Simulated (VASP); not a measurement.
A run of VASP 6.6.1 is set up as follows.

File INCAR:

```
  PREC = Accurate
  ENCUT = 520
  EDIFF = 1E-6
  ISMEAR = 0
  SIGMA = 0.05
  LREAL = F
  LASPH = T
  NELM = 80
  ALGO = Normal
  ISIF = 2
  LWAVE = F
  LCHARG = F
  LDIPOL = T
  IDIPOL = 3
  DIPOL = 0.5 0.5 0.500
  GGA = PS
  NBANDS = 28
```

KPOINTS

```
Automatic mesh
0
Gamma
  8 8 1
```

File POSCAR:

```
B5As4
1.0
    3.3713973180      0.0000000000      0.0000000000
    0.0000000000      3.3713973180      0.0000000000
    0.0000000000      0.0000000000     24.5357516225
B As
5 4
Direct
    0.5000000000      0.5000000000      0.3056763907
    0.0000000000      0.0000000000      0.4028381954
    0.5000000000      0.5000000000      0.5000000000
    0.0000000000      0.0000000000      0.5971618046
    0.5000000000      0.5000000000      0.6943236093
    0.5000000000      0.0000000000      0.3542572931
    0.0000000000      0.5000000000      0.4514190977
    0.5000000000      0.0000000000      0.5485809023
    0.0000000000      0.5000000000      0.6457427069
```

Potentials or basis: VASP PAW PBE potentials, release 64 (B, As).

Command:

```console
$ cat potpaw_PBE.64/B/POTCAR potpaw_PBE.64/As/POTCAR > POTCAR
$ mpirun -np 1 vasp_std > vasp.out
```

(1) What does it give for the largest force?

(2) Estimate the band gap on the k mesh.

Results:

(1) 1.367 eV/Å.

(2) zero (an odd number of electrons rules out a gap without spin polarisation).

Caveat: the PAW data sets were made with another functional, which shifts forces and pressure a little; an odd number of electrons without spin polarisation forces a metal; a magnetic or distorted state may lie lower.
